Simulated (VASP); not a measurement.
# Si in VASP: further runs, part 2 of 2

VASP 6.6.1.

**3. Single point, PBEsol**

This run uses another cell than the first one, of the same volume but with other edges.

INCAR

```
SYSTEM = Si
PREC     = Accurate       ! precision mode
ENCUT    = 520            ! plane-wave cutoff, eV
EDIFF    = 1E-6           ! SCF threshold, eV
ISMEAR   = 0              ! smearing method
SIGMA    = 0.03           ! smearing width, eV
LREAL    = .False.        ! projectors in reciprocal space
LASPH    = .True.         ! aspherical terms in the spheres
NELM     = 80             ! most SCF steps
ALGO     = Normal         ! electronic algorithm
ISIF     = 2              ! what is computed and relaxed
LWAVE    = .False.        ! write WAVECAR
LCHARG   = .False.        ! write CHGCAR
GGA      = PS             ! functional
NBANDS   = 16             ! bands
```

KPOINTS

```
Automatic mesh
0
Gamma
  10 10 10
  0 0 0
```

POSCAR

```
Si
1.0
   -2.9014327804      2.9014327804      1.9186812134
    2.9014327804     -2.9014327804      1.9186812134
    2.7462866066      2.7462866066     -1.9186812134
Si
4
Direct
    0.1787304307      0.1787304307      0.3574608614
    0.8212695693      0.8212695693      0.6425391386
    0.1787304307      0.8212695693      0.0000000000
    0.8212695693      0.1787304307      0.0000000000
```

Potentials or basis: VASP PAW PBE potentials, release 64 (Si).

Started as:

```
$ cat potpaw_PBE.64/Si/POTCAR > POTCAR
$ mpirun -np 1 vasp_std > vasp.out
```

OUTCAR:

```text
SYSTEM = Si
   PREC = Accurate
   ENCUT = 520
   EDIFF = 1E-6
   ISMEAR = 0
   LREAL = .False.
   LASPH = .True.
   NELM = 80
   ISIF = 2
   GGA = PS

 ion  position               nearest neighbor table
   1  0.179  0.179  0.357-   3 2.02   4 2.02   2 2.22   2 2.22   2 2.78
   2  0.821  0.821  0.643-   3 2.02   4 2.02   1 2.22   1 2.22   1 2.78
   3  0.179  0.821  0.000-   1 2.02   2 2.02   4 2.25   4 2.25   4 2.93
   4  0.821  0.179  0.000-   1 2.02   2 2.02   3 2.25   3 2.25   3 2.93

  LATTYP: Found a face centered orthorhombic cell.
 ALAT       =     3.8373624268
 B/A-ratio  =     2.0242215007
 C/A-ratio  =     2.1385759967

  Lattice vectors:

 A1 = (  -0.1551461738,   5.6477193870,   0.0000000000)
 A2 = (  -2.9014327804,   2.9014327804,   1.9186812134)
 A3 = (   2.7462866066,   2.7462866066,   1.9186812134)

Analysis of symmetry for initial positions (statically):
=====================================================================
 Subroutine PRICEL returns:
 Original cell was already a primitive cell.

 Routine SETGRP: Setting up the symmetry group for a
 face centered orthorhombic supercell.

 Subroutine GETGRP returns: Found  8 space group operations
 (whereof  8 operations were pure point group operations)
 out of a pool of  8 trial point group operations.

The static configuration has the point symmetry D_2h.

Analysis of symmetry for dynamics (positions and initial velocities):
=====================================================================
 Subroutine PRICEL returns:
 Original cell was already a primitive cell.

 Routine SETGRP: Setting up the symmetry group for a
 face centered orthorhombic supercell.

 Subroutine GETGRP returns: Found  8 space group operations
 (whereof  8 operations were pure point group operations)
 out of a pool of  8 trial point group operations.

The dynamic configuration has the point symmetry D_2h.

 Subroutine INISYM returns: Found  8 space group operations
[... 122 lines left out ...]
  volume/ion in A,a.u.               =      15.29       103.17
  Fermi-wavevector in a.u.,A,eV,Ry     =   1.047067  1.978670 14.916735  1.096349
  Thomas-Fermi vector in A             =   2.181931
   LORBIT       =      0    0 simple, 1 ext, 2 COOP (PROOUT), +10 PAW based schemes
   GGA     = PS    functional components
   LHFCALC =     F    Hartree Fock is set to
   AEXX    =    0.0000 exact exchange contribution
   IVDW    =     0    specifies the selected vdW correction
   LEPSILON=     F    determine dielectric tensor
   LRPA    =     F    only Hartree local field effects (RPA)
 non-spin polarized calculation
 Gauss-broadening in eV      SIGMA  =   0.03
  energy-cutoff  :      520.00
  volume of cell :       61.15
 maximum number of plane-waves:      1666
 NGX is ok and might be reduce to    36

 number of electron      15.9999999 magnetization

 Free energy of the ion-electron system (eV)
  ---------------------------------------------------
  ext. energy  EPLUGINS =         0.00000000
  ---------------------------------------------------
  free energy    TOTEN  =       -18.52657995 eV

  energy without entropy =      -18.52626541  energy(sigma->0) =      -18.52642268

 E-fermi :   8.5796     XC(G=0): -10.5755

 val. band max:        8.5600302970   @ k =  -0.1000   0.1000   0.5000
 cond. band min:       8.5929426800   @ k =  -0.1000  -0.3000   0.2000
 fundamental gap:      0.0329123831
 Fermi energy:         8.5795647084

 k-point     1 :       0.0000    0.0000    0.0000
  band No.  band energies     occupation
      1      -5.6882      2.00000
      2       1.8885      2.00000
      3       2.3059      2.00000
      4       3.1224      2.00000
      5       3.5980      2.00000
      6       6.3050      2.00000
[... 433 lines left out ...]
      3       0.5121      2.00000
      4       3.1669      2.00000
      5       3.7697      2.00000
      6       5.2584      2.00000
[... 8 lines left out ...]
     15      15.3659      0.00000
     16      15.7063      0.00000

 [... further k-points ...]

------------------------ aborting loop because EDIFF is reached ----------------------------------------

  FORCE on cell =-STRESS in cart. coord.  units (eV):
  Direction    XX          YY          ZZ          XY          YZ          ZX
  --------------------------------------------------------------------------------------
  -------------------------------------------------------------------------------------
  Total       27.3745728     27.3745728      8.2818198     -1.8244444      0.0000000      0.0000000
  in kB      717.1941629    717.1941629    216.9777367    -47.7991329      0.0000000      0.0000000
  external PRESSURE =     550.4553542 kB  Pullay stress =       0.0000000 kB

 VOLUME and BASIS-vectors are now :
 -----------------------------------------------------------------------------
  energy-cutoff  :      520.00
  volume of cell :       61.15
      direct lattice vectors                 reciprocal lattice vectors
    -2.901432780  2.901432780  1.918681213     0.004867688  0.177196340  0.260595661
     2.901432780 -2.901432780  1.918681213     0.177196340  0.004867688  0.260595661
     2.746286607  2.746286607 -1.918681213     0.182064027  0.182064027  0.000000000

 POSITION                                       TOTAL-FORCE (eV/Angst)
 -----------------------------------------------------------------------------------
      0.98169      0.98169      0.00000         4.073997      4.073997      0.000000
      1.76460      1.76460      1.91868        -4.073997     -4.073997     -0.000000
      1.86428     -1.86428      1.91868        -4.874506      4.874506      0.000000
     -1.86428      1.86428      1.91868         4.874506     -4.874506      0.000000
 -----------------------------------------------------------------------------------
    total drift:                               -0.000000      0.000000     -0.000000

  FREE ENERGIE OF THE ION-ELECTRON SYSTEM (eV)
  ---------------------------------------------------
  free  energy   TOTEN  =       -18.5265799490 eV

  energy  without entropy=      -18.5262654054  energy(sigma->0) =      -18.52642268
```

stdout:

```text
POSCAR found type information on POSCAR Si
 POSCAR found :  1 types and       4 ions
 scaLAPACK will be used
 -----------------------------------------------------------------------------
|                                                                             |
|                                                                             |
|     You enforced a specific xc type in the INCAR file but a different       |
|     I HOPE YOU KNOW WHAT YOU ARE DOING!                                     |
|                                                                             |
 -----------------------------------------------------------------------------

 LDA part: xc-table for (Slater+PW92), standard interpolation
 POSCAR, INCAR and KPOINTS ok, starting setup
 FFT: planning ... GRIDC
 FFT: planning ... GRID_SOFT
 FFT: planning ... GRID
 WAVECAR not read
 entering main loop
```

Run time: 1.8 min. Hardware: 1 thread of AMD EPYC 9R45 (Zen 5), shared host; peak memory 0.23 GiB.

Results:

| Quantity | Value |
| --- | --- |
| Free energy | -18.5266 eV |
| Pressure | 55.0 GPa |
| Largest force | 6.894 eV/Å |
| Band gap on the k mesh | zero (bands 8 and 9 overlap by 1.16 eV) |

Forces on the atoms (eV/Å):
```
Si   4.074  4.074  0.000
Si  -4.074 -4.074  0.000
Si  -4.875  4.875  0.000
Si   4.875 -4.875  0.000
```

Caveat: the stress differs along the axes, from 22 to 72 GPa; the PAW data sets were made with another functional, which shifts forces and pressure a little.

The gap in the log of VASP goes by the Fermi energy; the results here count the filled bands.